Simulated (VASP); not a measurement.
# Br (P6/mmm) in VASP: notebook

Br is run at these levels: PBEsol; tasks: single point, relaxation of cell and atoms.

Everything below comes from runs of VASP 6.6.1. Logs are shortened: lines on timing, memory, paths and dates and some standing lists are left out, and cuts for length are marked.

### 1 The cell of the first run

Symmetry: P6/mmm, No. 191, hexagonal system. Conventional cell: a = 5.244 Å, b = 5.244 Å, c = 3.112 Å, α = 90.00°, β = 90.00°, γ = 120.00°. Within 4.1 Å of Br (site symmetry 6/mmm) lie 14 Br at 3.11 to 3.40 Å. Br (site symmetry -6m2) has 11 Br at 3.03 to 3.40 Å within 4.0 Å.

### 2 Single point, PBEsol

INCAR

```
ALGO = Normal
EDIFF = 1E-6
ENCUT = 520
GGA = PS
ISIF = 2
ISMEAR = 0
LASPH = T
LCHARG = F
LREAL = F
LWAVE = F
NBANDS = 18
NELM = 100
PREC = Accurate
SIGMA = 0.1
```

KPOINTS

```
k-points
0
Gamma
  3 3 6
```

POSCAR

```
Br
1.0
    5.2440880483      0.0000000000      0.0000000000
   -2.6220440242      4.5415134695      0.0000000000
    0.0000000000      0.0000000000      3.1120436704
Br
3
Direct
    0.0000000000      0.0000000000      0.0000000000
    0.3333333333      0.6666666667      0.5000000000
    0.6666666667      0.3333333333      0.5000000000
```

Potentials or basis: VASP PAW PBE potentials, release 64 (Br).

Run with:

```bash
cat potpaw_PBE.64/Br/POTCAR > POTCAR
mpirun -np 1 vasp_std > vasp.out
```

OUTCAR:

```text
EDIFF = 1E-6
   ENCUT = 520
   GGA = PS
   ISIF = 2
   ISMEAR = 0
   LASPH = T
   LREAL = F
   NELM = 100
   PREC = Accurate

 ion  position               nearest neighbor table
   1  0.000  0.000  0.000-
   2  0.333  0.667  0.500-
   3  0.667  0.333  0.500-

  LATTYP: Found a hexagonal cell.
 ALAT       =     5.2440880483
 C/A-ratio  =     0.5934384857

  Lattice vectors:

 A1 = (   5.2440880483,   0.0000000000,   0.0000000000)
 A2 = (  -2.6220440242,   4.5415134695,   0.0000000000)
 A3 = (   0.0000000000,   0.0000000000,   3.1120436704)

Analysis of symmetry for initial positions (statically):
=====================================================================
 Subroutine PRICEL returns:
 Original cell was already a primitive cell.

 Routine SETGRP: Setting up the symmetry group for a
 hexagonal supercell.

 Subroutine GETGRP returns: Found 24 space group operations
 (whereof 24 operations were pure point group operations)
 out of a pool of 24 trial point group operations.

The static configuration has the point symmetry D_6h.

Analysis of symmetry for dynamics (positions and initial velocities):
=====================================================================
 Subroutine PRICEL returns:
 Original cell was already a primitive cell.

 Routine SETGRP: Setting up the symmetry group for a
 hexagonal supercell.

 Subroutine GETGRP returns: Found 24 space group operations
 (whereof 24 operations were pure point group operations)
 out of a pool of 24 trial point group operations.

The dynamic configuration has the point symmetry D_6h.

 Subroutine INISYM returns: Found 24 space group operations
 (whereof 24 operations are pure point group operations),
 and found     1 'primitive' translations

----------------------------------------------------------------------------------------

                                     Primitive cell

  volume of cell :      74.1167

  direct lattice vectors                    reciprocal lattice vectors
     5.244088048  0.000000000  0.000000000     0.190690925  0.110095457  0.000000000
    -2.622044024  4.541513469  0.000000000     0.000000000  0.220190914  0.000000000
     0.000000000  0.000000000  3.112043670     0.000000000  0.000000000  0.321332252

  length of vectors
     5.244088048  5.244088048  3.112043670     0.220190914  0.220190914  0.321332252
[... 67 lines left out ...]
   LASPH  =      T    aspherical Exc in radial PAW
   ENCUT  =  520.0 eV  38.22 Ry    6.18 a.u.   9.75  9.75  5.79*2*pi/ulx,y,z
   NELM   =    100;   NELMIN=  2; NELMDL= -5     # of ELM steps
   EDIFF  = 0.1E-05   stopping-criterion for ELM
   LREAL  =      F    real-space projection
   EDIFFG = 0.1E-04   stopping-criterion for IOM
   NSW    =      0    number of steps for IOM
   IBRION =     -1    ionic relax: 0-MD 1-quasi-New 2-CG
   NFREE  =      0    steps in history (QN), initial steepest desc. (CG)
   ISIF   =      2    stress and relaxation
   ISYM   =      2    0-nonsym 1-usesym 2-fastsym
   POTIM  = 0.5000    time-step for ionic-motion
   TEBEG  =    0.0;   TEEND  =   0.0 temperature during run
   PSTRESS=    0.0 pullay stress
   NELECT =      21.0000    total number of electrons
   NUPDOWN=      -1.0000    fix difference up-down
   EMIN   =  10.00;   EMAX   =-10.00  energy-range for DOS
   EFERMI =   0.00;   METHOD = LEGACY
   ISMEAR =     0;   SIGMA  =   0.10  broadening in eV -4-tet -1-fermi 0-gaus
   EFERMI_NEDOS =   21; number of points for ismear=-14 and -15
   IALGO  =     38    algorithm
   IMIX   =      4    mixing-type and parameters
     AMIX     =   0.40;   BMIX     =  1.00
     AMIX_MAG =   1.60;   BMIX_MAG =  1.00
  volume/ion in A,a.u.               =      24.71       166.72
  Fermi-wavevector in a.u.,A,eV,Ry     =   1.075249  2.031927 15.730527  1.156161
  Thomas-Fermi vector in A             =   2.211100
   LORBIT       =      0    0 simple, 1 ext, 2 COOP (PROOUT), +10 PAW based schemes
   GGA     = PS    functional components
   LHFCALC =     F    Hartree Fock is set to
   AEXX    =    0.0000 exact exchange contribution
   IVDW    =     0    specifies the selected vdW correction
   LEPSILON=     F    determine dielectric tensor
   LRPA    =     F    only Hartree local field effects (RPA)
 non-spin polarized calculation
 Gauss-broadening in eV      SIGMA  =   0.10
  energy-cutoff  :      520.00
  volume of cell :       74.12
 maximum number of plane-waves:      2028
 NGX is ok and might be reduce to    40
   NGX = 19   NGY = 19   NGZ = 11

 number of electron      21.0000003 magnetization

 Free energy of the ion-electron system (eV)
  ---------------------------------------------------
  ext. energy  EPLUGINS =         0.00000000
  ---------------------------------------------------
  free energy    TOTEN  =        -3.89424711 eV

  energy without entropy =       -3.85544166  energy(sigma->0) =       -3.87484439

 E-fermi :   2.2646     XC(G=0):  -9.8013

 val. band max:        2.2519826528   @ k =   0.3333   0.0000   0.1667
 cond. band min:       2.2908357377   @ k =   0.3333   0.0000   0.5000
 fundamental gap:      0.0388530849
 Fermi energy:         2.2645973218

 k-point     1 :       0.0000    0.0000    0.0000
  band No.  band energies     occupation
      1     -13.6559      2.00000
      2     -11.7492      2.00000
      3     -11.5362      2.00000
      4      -1.8470      2.00000
      5      -1.8470      2.00000
      6      -1.1807      2.00000
[... 229 lines left out ...]
      5      -2.1169      2.00000
      6      -2.1169      2.00000
[... 10 lines left out ...]
     17      12.2761      0.00000
     18      12.7981      0.00000

------------------------ aborting loop because EDIFF is reached ----------------------------------------

  FORCE on cell =-STRESS in cart. coord.  units (eV):
  Direction    XX          YY          ZZ          XY          YZ          ZX
  --------------------------------------------------------------------------------------
  -------------------------------------------------------------------------------------
  Total        0.0318952      0.0318952     -0.0891241     -0.0000000      0.0000000      0.0000000
  in kB        0.6894768      0.6894768     -1.9265899     -0.0000000      0.0000000      0.0000000
  external PRESSURE =      -0.1825455 kB  Pullay stress =       0.0000000 kB

 VOLUME and BASIS-vectors are now :
 -----------------------------------------------------------------------------
  energy-cutoff  :      520.00
  volume of cell :       74.12
      direct lattice vectors                 reciprocal lattice vectors
     5.244088048  0.000000000  0.000000000     0.190690925  0.110095457  0.000000000
    -2.622044024  4.541513469  0.000000000     0.000000000  0.220190914  0.000000000
     0.000000000  0.000000000  3.112043670     0.000000000  0.000000000  0.321332252

 POSITION                                       TOTAL-FORCE (eV/Angst)
 -----------------------------------------------------------------------------------
      0.00000      0.00000      0.00000         0.000000      0.000000      0.000000
     -0.00000      3.02768      1.55602         0.000000     -0.000000      0.000000
      2.62204      1.51384      1.55602        -0.000000      0.000000      0.000000
 -----------------------------------------------------------------------------------
    total drift:                                0.000000     -0.000000      0.000000

  FREE ENERGIE OF THE ION-ELECTRON SYSTEM (eV)
  ---------------------------------------------------
  free  energy   TOTEN  =        -3.8942471117 eV

  energy  without entropy=       -3.8554416617  energy(sigma->0) =       -3.87484439
```

Run time: 19 s. Hardware: 1 thread of Intel Xeon 6975P-C, shared host; peak memory 0.18 GiB.

What came out:

```
Free energy : -3.8942 eV
Pressure    : 0.0 GPa
```

Levels at points of the mesh, in eV from the Fermi level:
| k point | band 8 | band 9 | band 10 | band 11 | band 12 | band 13 | band 14 | band 15 |
| --- | --- | --- | --- | --- | --- | --- | --- | --- |
| (0.00, 0.00, 0.00) | -0.49 | 0.84 | 0.84 | 0.97 | 1.26 | 7.44 | 8.33 | 11.46 |
| (0.00, 0.00, 0.50) | -3.04 | -1.32 | -1.32 | -0.66 | -0.66 | 6.22 | 6.22 | 9.14 |

Caveat: the k points lie up to 0.46 Å⁻¹ apart; the PAW data sets were made with another functional, which shifts forces and pressure a little; an odd number of electrons without spin polarisation forces a metal; a magnetic or distorted state may lie lower.

### 3 Single point, PBEsol

This run uses another cell than the first one, of 34.91 Å³/atom, 1.413 times its volume.

INCAR

```
SYSTEM = Br
  ALGO = Normal
  EDIFF = 1E-6
  ENCUT = 520
  GGA = PS
  ISIF = 2
  ISMEAR = 0
  LASPH = .True.
  LCHARG = .True.
  LELF = .True.
  LREAL = .False.
  LVHAR = .True.
  LWAVE = .False.
  NBANDS = 18
  NELM = 80
  PREC = Accurate
  SIGMA = 0.1
```

KPOINTS

```
k-points
0
Gamma
  6 6 6
  0 0 0
```

POSCAR

```
Br
1.0
    6.9807757473      0.0000000000      0.0000000000
   -3.4903878737      6.0455291353      0.0000000000
    0.0000000000      0.0000000000      2.4817113846
Br
3
Direct
    0.0000000000      0.0000000000      0.0000000000
    0.3333333333      0.6666666667      0.5000000000
    0.6666666667      0.3333333333      0.5000000000
```

Potentials or basis: VASP PAW PBE potentials, release 64 (Br).

Run with:

```bash
cat potpaw_PBE.64/Br/POTCAR > POTCAR
mpirun -np 1 vasp_std > vasp.out
```

It took 44 s on 1 thread of Intel Xeon 6975P-C, shared host; peak memory 0.22 GiB.

Results (log left out):

```yaml
Free_energy: -5.0039 eV
Pressure: 0.1 GPa
```

Levels at points of the mesh, in eV from the Fermi level:
```
           k point  band 6  band 7  band 8  band 9  band 10  band 11  band 12  band 13  band 14  band 15
(0.00, 0.00, 0.00)   -3.91   -3.91   -2.75   -2.75     4.14     4.19     4.22     4.23     8.30     8.30
(0.50, 0.00, 0.00)   -3.76   -3.11   -3.09   -3.07     4.18     4.19     4.22     5.79     6.32     6.33
(0.00, 0.00, 0.50)   -7.21   -0.89   -0.89   -0.66    -0.66    -0.39    -0.39     6.86     6.86     7.59
(0.50, 0.00, 0.50)   -7.26   -0.96   -0.77   -0.67    -0.65    -0.50    -0.31     6.95     6.97     7.45
```

Caveat: the k points lie up to 0.42 Å⁻¹ apart; the PAW data sets were made with another functional, which shifts forces and pressure a little; an odd number of electrons without spin polarisation forces a metal; a magnetic or distorted state may lie lower.

### 4 Single point, PBEsol

This run uses another cell than the first one, of 36.80 Å³/atom, 1.490 times its volume.

INCAR

```
  PREC = Accurate
  ENCUT = 520
  EDIFF = 1E-6
  ISMEAR = 0
  SIGMA = 0.1
  LREAL = F
  LASPH = T
  NELM = 80
  ALGO = Normal
  ISIF = 2
  LWAVE = F
  LCHARG = F
  GGA = PS
  NBANDS = 18
```

KPOINTS

```
regular mesh
0
Gamma
  6 6 6
```

POSCAR

```
Br
1.0
    5.9246750819      0.0000000000      0.0000000000
   -2.9623375410      5.1309191301      0.0000000000
    0.0000000000      0.0000000000      3.6320834198
Br
3
Direct
    0.0000000000      0.0000000000      0.0000000000
    0.3333333333      0.6666666667      0.5000000000
    0.6666666667      0.3333333333      0.5000000000
```

Run with:

```bash
cat potpaw_PBE.64/Br/POTCAR > POTCAR
mpirun -np 1 vasp_std > vasp.out
```

Run time: 54 s. Hardware: 1 thread of Intel Xeon 6975P-C, shared host; peak memory 0.25 GiB.

The run converged. Its results:

* Free energy: -2.9643 eV
* Pressure: -5.2 GPa

Stress tensor (GPa, compression positive):
```
-5.25  0.00  0.00
 0.00 -5.25  0.00
 0.00  0.00 -5.00
```

Levels at points of the mesh, in eV from the Fermi level:
| k point | band 6 | band 7 | band 8 | band 9 | band 10 | band 11 | band 12 | band 13 | band 14 | band 15 |
| --- | --- | --- | --- | --- | --- | --- | --- | --- | --- | --- |
| (0.00, 0.00, 0.00) | -1.59 | -1.59 | -0.40 | 0.34 | 0.43 | 0.43 | 0.50 | 6.40 | 8.42 | 10.69 |
| (0.50, 0.00, 0.00) | -1.36 | -0.26 | -0.21 | -0.14 | -0.05 | 0.06 | 0.37 | 7.87 | 8.59 | 8.67 |
| (0.00, 0.00, 0.50) | -1.75 | -1.74 | -1.44 | -0.54 | -0.54 | -0.23 | -0.23 | 7.74 | 7.74 | 9.22 |
| (0.50, 0.00, 0.50) | -1.97 | -1.78 | -0.71 | -0.58 | -0.48 | -0.09 | 0.12 | 8.08 | 8.65 | 8.87 |

Caveat: the PAW data sets were made with another functional, which shifts forces and pressure a little; an odd number of electrons without spin polarisation forces a metal; a magnetic or distorted state may lie lower.

(Part 1 of 2 ends here.)
